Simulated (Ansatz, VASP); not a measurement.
## TiO in VASP and in Ansatz

```
Ti O
1.0
     2.80969    0.00000    0.00000
    -1.40484    2.43326    0.00000
     0.00000    0.00000    5.43246
Ti O
2 2
Direct
  0.33333 0.66667 0.25000
  0.66667 0.33333 0.75000
  0.00000 0.00000 0.00000
  0.00000 0.00000 0.50000
```

Alike in both runs: functional PBEsol; dispersion D4; k mesh 18 × 18 × 8; occupations gaussian, width 0.1 eV; no spin polarisation.

Ansatz relaxed the structure, and its values are those at the end. VASP's run is a single point on that final structure, the one shown.

|  | VASP | Ansatz |
| --- | --- | --- |
| version | VASP 6.6.1 | Ansatz 0.2.0 |
| potentials or method | VASP PAW PBE potentials, release 64 (Ti_sv, O), cutoff 520 eV | scalar-relativistic, plane waves, PAW |
| valence electrons in the cell | 36 | 36 |

```tsv
	VASP	Ansatz	Ansatz less VASP
gap on the k mesh at the Fermi level (eV)	none	none	-
pressure (GPa)	0.8	0.0	-0.81
```

VASP's potentials were made for PBE, not for PBEsol. A gap of «none» marks a metal or a gap that the smearing closes.
